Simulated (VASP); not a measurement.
# HgTe in VASP: notebook

HgTe is run at these levels: PBE; tasks: single point.

All numbers are computed with VASP 6.6.1; they aren't measurements. Logs are shortened: lines on timing, memory, paths and dates and some standing lists are left out, and cuts for length are marked.

**1. The cell of the first run**

The cell holds a slab with vacuum, 8 atoms: a = 4.702 Å, b = 4.702 Å, c = 26.637 Å, α = 90.00°, β = 90.00°, γ = 90.00°.

**2. Single point, PBE**

The input, INCAR:

```
SYSTEM = HgTe
PREC = Accurate
ENCUT = 520
EDIFF = 1E-6
ISMEAR = 0
SIGMA = 0.1
LREAL = .FALSE.
LASPH = .TRUE.
NELM = 100
ALGO = Normal
ISIF = 2
LWAVE = .FALSE.
LCHARG = .FALSE.
LDIPOL = .TRUE.
IDIPOL = 3
DIPOL = 0.5 0.5 0.500
GGA = PE
NBANDS = 46
```

The input, KPOINTS:

```
Automatic mesh
0
G
  8 8 1
  0 0 0
```

The input, POSCAR:

```
HgTe
1.0
    4.7019745438      0.0000000000      0.0000000000
    0.0000000000      4.7019745438      0.0000000000
    0.0000000000      0.0000000000     26.6367932972
Te Hg
4 4
Direct
    0.0000000000      0.5000000000      0.2815654240
    0.5000000000      0.0000000000      0.4063851817
    0.0000000000      0.5000000000      0.5312049394
    0.5000000000      0.0000000000      0.6560246971
    0.5000000000      0.5000000000      0.3439753029
    0.0000000000      0.0000000000      0.4687950606
    0.5000000000      0.5000000000      0.5936148183
    0.0000000000      0.0000000000      0.7184345760
```

Potentials or basis: VASP PAW PBE potentials, release 64 (Te, Hg).

On the command line:

```bash
$ cat potpaw_PBE.64/Te/POTCAR potpaw_PBE.64/Hg/POTCAR > POTCAR
$ mpirun -np 1 vasp_std > vasp.out
```

OUTCAR:

```text
SYSTEM = HgTe
   PREC = Accurate
   ENCUT = 520
   EDIFF = 1E-6
   ISMEAR = 0
   LREAL = .FALSE.
   LASPH = .TRUE.
   NELM = 100
   ISIF = 2
   GGA = PE

 ion  position               nearest neighbor table
   1  0.000  0.500  0.282-   5 2.88   5 2.88
   2  0.500  0.000  0.406-   5 2.88   5 2.88   6 2.88   6 2.88
   3  0.000  0.500  0.531-   6 2.88   6 2.88   7 2.88   7 2.88
   4  0.500  0.000  0.656-   7 2.88   7 2.88   8 2.88   8 2.88
   5  0.500  0.500  0.344-   2 2.88   2 2.88   1 2.88   1 2.88
   6  0.000  0.000  0.469-   3 2.88   3 2.88   2 2.88   2 2.88
   7  0.500  0.500  0.594-   4 2.88   4 2.88   3 2.88   3 2.88
   8  0.000  0.000  0.718-   4 2.88   4 2.88

  LATTYP: Found a simple tetragonal cell.
 ALAT       =     4.7019745438
 C/A-ratio  =     5.6650228641

  Lattice vectors:

 A1 = (   4.7019745438,   0.0000000000,   0.0000000000)
 A2 = (   0.0000000000,   4.7019745438,   0.0000000000)
 A3 = (   0.0000000000,   0.0000000000,  26.6367932972)

Analysis of symmetry for initial positions (statically):
=====================================================================
 Subroutine PRICEL returns:
 Original cell was already a primitive cell.

 Routine SETGRP: Setting up the symmetry group for a
 simple tetragonal supercell.

 Subroutine GETGRP returns: Found  4 space group operations
 (whereof  4 operations were pure point group operations)
 out of a pool of 16 trial point group operations.

The static configuration has the point symmetry C_2v.

Analysis of symmetry for dynamics (positions and initial velocities):
=====================================================================
 Subroutine PRICEL returns:
 Original cell was already a primitive cell.

 Routine SETGRP: Setting up the symmetry group for a
 simple tetragonal supercell.

 Subroutine GETGRP returns: Found  4 space group operations
 (whereof  4 operations were pure point group operations)
 out of a pool of 16 trial point group operations.

The dynamic configuration has the point symmetry C_2v.

 Subroutine INISYM returns: Found  4 space group operations
 (whereof  4 operations are pure point group operations),
 and found     1 'primitive' translations

----------------------------------------------------------------------------------------

                                     Primitive cell

  volume of cell :     588.9013

  direct lattice vectors                    reciprocal lattice vectors
     4.701974544  0.000000000  0.000000000     0.212676609  0.000000000  0.000000000
     0.000000000  4.701974544  0.000000000     0.000000000  0.212676609  0.000000000
     0.000000000  0.000000000 26.636793297     0.000000000  0.000000000  0.037542057

  length of vectors
     4.701974544  4.701974544 26.636793297     0.212676609  0.212676609  0.037542057

  position of ions in fractional coordinates (direct lattice)
     0.000000000  0.500000000  0.281565424
     0.500000000  0.000000000  0.406385182
     0.000000000  0.500000000  0.531204939
     0.500000000  0.000000000  0.656024697
     0.500000000  0.500000000  0.343975303
     0.000000000  0.000000000  0.468795061
     0.500000000  0.500000000  0.593614818
     0.000000000  0.000000000  0.718434576

  ion indices of the primitive-cell ions
   primitive index   ion index
                 1           1
                 2           2
                 3           3
                 4           4
                 5           5
                 6           6
                 7           7
                 8           8

----------------------------------------------------------------------------------------

 KPOINTS: Automatic mesh

Automatic generation of k-mesh.
 Grid dimensions read from file:
 generate k-points for:    8    8    1

 Generating k-lattice:

  Cartesian coordinates                     Fractional coordinates (reciprocal lattice)
     0.026584576  0.000000000  0.000000000     0.125000000  0.000000000  0.000000000
     0.000000000  0.026584576  0.000000000     0.000000000  0.125000000  0.000000000
     0.000000000  0.000000000  0.037542057     0.000000000  0.000000000  1.000000000

  Length of vectors
     0.026584576  0.026584576  0.037542057

  Shift w.r.t. Gamma in fractional coordinates (k-lattice)
     0.000000000  0.000000000  0.000000000

 Subroutine IBZKPT returns following result:
 ===========================================

 Found     25 irreducible k-points:

 Following reciprocal coordinates:
            Coordinates               Weight
  0.000000  0.000000  0.000000      1.000000
  0.125000  0.000000  0.000000      2.000000
  0.000000  0.125000  0.000000      2.000000
  0.250000  0.000000  0.000000      2.000000
  0.000000  0.250000  0.000000      2.000000
  0.375000  0.000000  0.000000      2.000000
[... 16 lines left out ...]
  0.500000  0.375000  0.000000      2.000000
 -0.375000  0.500000  0.000000      2.000000
   k-points           NKPTS =     25   k-points in BZ     NKDIM =     25   number of bands    NBANDS=     46
   number of dos      NEDOS =    301   number of ions     NIONS =      8
   total plane-waves  NPLWV = 259200
   dimension x,y,z NGX =    36 NGY =   36 NGZ =  200
   dimension x,y,z NGXF=    72 NGYF=   72 NGZF=  400
   ions per type =               4   4
   NGX,Y,Z   is equivalent  to a cutoff of  12.73, 12.73, 12.48 a.u.
   NGXF,Y,Z  is equivalent  to a cutoff of  25.46, 25.46, 24.96 a.u.
 SYSTEM =  HgTe
   PREC   = accura    normal or accurate (medium, high low for compatibility)
   ISTART =      0    job   : 0-new  1-cont  2-samecut
   ICHARG =      2    charge: 1-file 2-atom 10-const
   ISPIN  =      1    spin polarized calculation?
   LNONCOLLINEAR =      F non collinear calculations
   LSORBIT =      F    spin-orbit coupling
   LASPH  =      T    aspherical Exc in radial PAW
   ENCUT  =  520.0 eV  38.22 Ry    6.18 a.u.   8.74  8.74 49.53*2*pi/ulx,y,z
   NELM   =    100;   NELMIN=  2; NELMDL= -5     # of ELM steps
   EDIFF  = 0.1E-05   stopping-criterion for ELM
   LREAL  =      F    real-space projection
   EDIFFG = 0.1E-04   stopping-criterion for IOM
   NSW    =      0    number of steps for IOM
   IBRION =     -1    ionic relax: 0-MD 1-quasi-New 2-CG
   NFREE  =      0    steps in history (QN), initial steepest desc. (CG)
   ISIF   =      2    stress and relaxation
   ISYM   =      2    0-nonsym 1-usesym 2-fastsym
   POTIM  = 0.5000    time-step for ionic-motion
   TEBEG  =    0.0;   TEEND  =   0.0 temperature during run
   PSTRESS=    0.0 pullay stress
   NELECT =      72.0000    total number of electrons
   NUPDOWN=      -1.0000    fix difference up-down
   EMIN   =  10.00;   EMAX   =-10.00  energy-range for DOS
   EFERMI =   0.00;   METHOD = LEGACY
   ISMEAR =     0;   SIGMA  =   0.10  broadening in eV -4-tet -1-fermi 0-gaus
   EFERMI_NEDOS =   21; number of points for ismear=-14 and -15
   IALGO  =     38    algorithm
   IMIX   =      4    mixing-type and parameters
     AMIX     =   0.40;   BMIX     =  1.00
     AMIX_MAG =   1.60;   BMIX_MAG =  1.00
  volume/ion in A,a.u.               =      73.61       496.76
  Fermi-wavevector in a.u.,A,eV,Ry     =   0.812528  1.535455  8.982583  0.660201
  Thomas-Fermi vector in A             =   1.922087
   LORBIT       =      0    0 simple, 1 ext, 2 COOP (PROOUT), +10 PAW based schemes
   GGA     = PE    functional components
   LHFCALC =     F    Hartree Fock is set to
   AEXX    =    0.0000 exact exchange contribution
   IVDW    =     0    specifies the selected vdW correction
   LEPSILON=     F    determine dielectric tensor
   LRPA    =     F    only Hartree local field effects (RPA)
 non-spin polarized calculation
 Gauss-broadening in eV      SIGMA  =   0.10
  energy-cutoff  :      520.00
  volume of cell :      588.90
 maximum number of plane-waves:     15947
   NGX = 17   NGY = 17   NGZ = 99

 dipolmoment           0.000000      0.000000      0.000000 electrons x Angstroem

 number of electron      71.9999979 magnetization

 dipolmoment           0.000000      0.000000     -0.176677 electrons x Angstroem

 Free energy of the ion-electron system (eV)
  ---------------------------------------------------
  ext. energy  EPLUGINS =         0.00000000
  ---------------------------------------------------
  free energy    TOTEN  =       -12.63985314 eV

  energy without entropy =      -12.60062961  energy(sigma->0) =      -12.62024137

 E-fermi :  -1.3987     XC(G=0):  -4.7419

 val. band max:       -1.4079014633   @ k =   0.2500   0.0000   0.0000
 cond. band min:      -1.3937528116   @ k =   0.5000   0.3750   0.0000
 fundamental gap:      0.0141486517
 Fermi energy:        -1.3986686187

 k-point     1 :       0.0000    0.0000    0.0000
  band No.  band energies     occupation
      1     -12.9959      2.00000
      2     -12.6676      2.00000
      3     -12.3297      2.00000
      4     -11.4039      2.00000
      5      -8.4998      2.00000
      6      -8.4835      2.00000
[... 38 lines left out ...]
     45       2.9128      0.00000
     46       3.0634      0.00000

 k-point     2 :       0.1250    0.0000    0.0000
  band No.  band energies     occupation
      1     -12.9626      2.00000
      2     -12.6449      2.00000
      3     -12.3135      2.00000
      4     -11.3815      2.00000
      5      -8.4966      2.00000
      6      -8.4896      2.00000
[... 38 lines left out ...]
     45       2.8843      0.00000
     46       2.9493      0.00000

 k-point     3 :       0.0000    0.1250    0.0000
  band No.  band energies     occupation
      1     -12.9623      2.00000
      2     -12.6454      2.00000
      3     -12.3147      2.00000
      4     -11.3958      2.00000
      5      -8.4941      2.00000
      6      -8.4767      2.00000
[... 38 lines left out ...]
     45       2.8970      0.00000
     46       3.1978      0.00000

 k-point     4 :       0.2500    0.0000    0.0000
  band No.  band energies     occupation
      1     -12.8781      2.00000
      2     -12.5906      2.00000
      3     -12.2745      2.00000
      4     -11.3265      2.00000
      5      -8.4887      2.00000
      6      -8.4713      2.00000
[... 920 lines left out ...]
     45       3.5381      0.00000
     46       3.6117      0.00000

 k-point    23 :       0.5000    0.3750    0.0000
  band No.  band energies     occupation
      1     -12.6043      2.00000
      2     -12.3802      2.00000
      3     -12.0855      2.00000
      4     -11.1734      2.00000
      5      -8.3650      2.00000
      6      -8.3339      2.00000
[... 38 lines left out ...]
     45       3.7667      0.00000
     46       3.8552      0.00000

 k-point    24 :      -0.3750    0.5000    0.0000
  band No.  band energies     occupation
      1     -12.6036      2.00000
      2     -12.3809      2.00000
      3     -12.0866      2.00000
      4     -11.1891      2.00000
      5      -8.3596      2.00000
      6      -8.3348      2.00000
[... 38 lines left out ...]
     45       3.3803      0.00000
     46       3.7125      0.00000

 [... further k-points ...]

------------------------ aborting loop because EDIFF is reached ----------------------------------------

 vacuum level on the upper side and lower side of the slab       (xc-potential included)        -0.913         0.491

  FORCE on cell =-STRESS in cart. coord.  units (eV):
  Direction    XX          YY          ZZ          XY          YZ          ZX
  --------------------------------------------------------------------------------------
  -------------------------------------------------------------------------------------
  Total       -0.7979492     -0.3534012     -0.0632572      0.0000000      0.0000000      0.0000000
  in kB       -2.1709176     -0.9614708     -0.1720989      0.0000000      0.0000000      0.0000000
  external PRESSURE =      -1.1014958 kB  Pullay stress =       0.0000000 kB

 VOLUME and BASIS-vectors are now :
 -----------------------------------------------------------------------------
  energy-cutoff  :      520.00
  volume of cell :      588.90
      direct lattice vectors                 reciprocal lattice vectors
     4.701974544  0.000000000  0.000000000     0.212676609  0.000000000  0.000000000
     0.000000000  4.701974544  0.000000000     0.000000000  0.212676609  0.000000000
     0.000000000  0.000000000 26.636793297     0.000000000  0.000000000  0.037542057

 POSITION                                       TOTAL-FORCE (eV/Angst)
 -----------------------------------------------------------------------------------
      0.00000      2.35099      7.50000         0.000000      0.000000      0.370112
      2.35099      0.00000     10.82480         0.000000      0.000000      0.327788
      0.00000      2.35099     14.14960         0.000000      0.000000      0.207600
      2.35099      0.00000     17.47439         0.000000      0.000000      0.055717
      2.35099      2.35099      9.16240         0.000000      0.000000     -0.568185
      0.00000      0.00000     12.48720         0.000000      0.000000     -0.264900
      2.35099      2.35099     15.81200         0.000000      0.000000     -0.212314
      0.00000      0.00000     19.13679         0.000000      0.000000      0.084182
 -----------------------------------------------------------------------------------
    total drift:                                0.000000      0.000000      0.000903

  FREE ENERGIE OF THE ION-ELECTRON SYSTEM (eV)
  ---------------------------------------------------
  free  energy   TOTEN  =       -12.6398531355 eV

  energy  without entropy=      -12.6006296144  energy(sigma->0) =      -12.62024137

 vacuum level on the upper side and lower side of the slab         2.722         4.173
```

Run time: 19 min. Hardware: 1 thread of Intel Xeon Platinum 8259CL at 2.50GHz (Skylake/Cascade Lake), shared host; peak memory 0.89 GiB.

Results:

* Free energy: -12.6399 eV
* Largest force: 0.568 eV/Å
* Band gap on the k mesh: zero (bands 36 and 37 overlap by 0.29 eV)

Forces in eV/Å, atoms in the order of the input:
```
Te   0.000  0.000  0.370
Te   0.000  0.000  0.328
Te   0.000  0.000  0.208
Te   0.000  0.000  0.056
Hg   0.000  0.000 -0.568
Hg   0.000  0.000 -0.265
Hg   0.000  0.000 -0.212
Hg   0.000  0.000  0.084
```

Levels at points of the mesh, in eV from the Fermi level:
```
           k point  band 32  band 33  band 34  band 35  band 36  band 37  band 38  band 39  band 40  band 41
(0.00, 0.00, 0.00)    -1.26    -0.67    -0.60     0.05     0.18     0.32     1.04     1.65     2.04     2.53
(0.50, 0.00, 0.00)    -1.05    -0.96    -0.84    -0.64    -0.17     0.31     0.91     1.44     1.85     4.18
(0.00, 0.50, 0.00)    -1.04    -0.78    -0.74    -0.51    -0.20    -0.11     0.76     1.54     2.10     2.67
(0.50, 0.50, 0.00)    -2.08    -1.91    -1.65    -0.81    -0.72     0.05     1.84     2.02     2.40     2.92
```

Caveat: spin-orbit coupling is left out, which moves the levels of the heavy elements.

**3. Single point, PBE**

The input, INCAR:

```
SYSTEM = HgTe
ALGO = Normal
DIPOL = 0.5 0.5 0.500
EDIFF = 1E-6
ENCUT = 520
GGA = PE
IDIPOL = 3
ISIF = 2
ISMEAR = 0
LASPH = .TRUE.
LCHARG = .FALSE.
LDIPOL = .TRUE.
LREAL = .FALSE.
LWAVE = .FALSE.
NBANDS = 46
NELM = 60
PREC = Accurate
SIGMA = 0.1
```

The input, KPOINTS:

```
k-points
0
G
  8 8 1
  0 0 0
```

The input, POSCAR:

```
HgTe
1.0
    4.7019745438      0.0000000000      0.0000000000
    0.0000000000      4.7019745438      0.0000000000
    0.0000000000      0.0000000000     26.6367932972
Te Hg
4 4
Direct
    0.0000000000      0.5000000000      0.2840832928
    0.5000000000      0.0000000000      0.4081458007
    0.0000000000      0.5000000000      0.5330813548
    0.5000000000      0.0000000000      0.6584155094
    0.5000000000      0.5000000000      0.3394411429
    0.0000000000      0.0000000000      0.4661463283
    0.5000000000      0.5000000000      0.5918481906
    0.0000000000      0.0000000000      0.7188383805
```

Potentials or basis: VASP PAW PBE potentials, release 64 (Te, Hg).

On the command line:

```bash
$ cat potpaw_PBE.64/Te/POTCAR potpaw_PBE.64/Hg/POTCAR > POTCAR
$ mpirun -np 1 vasp_std > vasp.out
```

Run time: 27 min. Hardware: 1 thread of Intel Xeon Platinum 8259CL at 2.50GHz (Skylake/Cascade Lake), shared host; peak memory 0.89 GiB.

The run converged. Its results:

* Free energy: -12.7151 eV
* Largest force: 0.019 eV/Å
* Band gap on the k mesh: zero (bands 36 and 37 overlap by 0.28 eV)

Forces on the atoms (eV/Å):
```
Te   0.000  0.000 -0.019
Te   0.000  0.000  0.000
Te   0.000  0.000 -0.009
Te   0.000  0.000  0.001
Hg   0.000  0.000  0.006
Hg   0.000  0.000  0.004
Hg   0.000  0.000  0.003
Hg   0.000  0.000  0.014
```

Levels at points of the mesh, in eV from the Fermi level:
| k point | band 33 | band 34 | band 35 | band 36 | band 37 | band 38 | band 39 | band 40 |
| --- | --- | --- | --- | --- | --- | --- | --- | --- |
| (0.00, 0.00, 0.00) | -0.75 | -0.58 | -0.07 | 0.21 | 0.26 | 1.06 | 1.63 | 2.01 |
| (0.50, 0.00, 0.00) | -0.94 | -0.88 | -0.52 | -0.17 | 0.30 | 1.02 | 1.56 | 2.03 |
| (0.00, 0.50, 0.00) | -0.83 | -0.78 | -0.52 | -0.36 | -0.04 | 0.74 | 1.50 | 2.00 |
| (0.50, 0.50, 0.00) | -1.86 | -1.65 | -0.90 | -0.72 | 0.06 | 1.78 | 1.99 | 2.41 |

Caveat: spin-orbit coupling is left out, which moves the levels of the heavy elements.
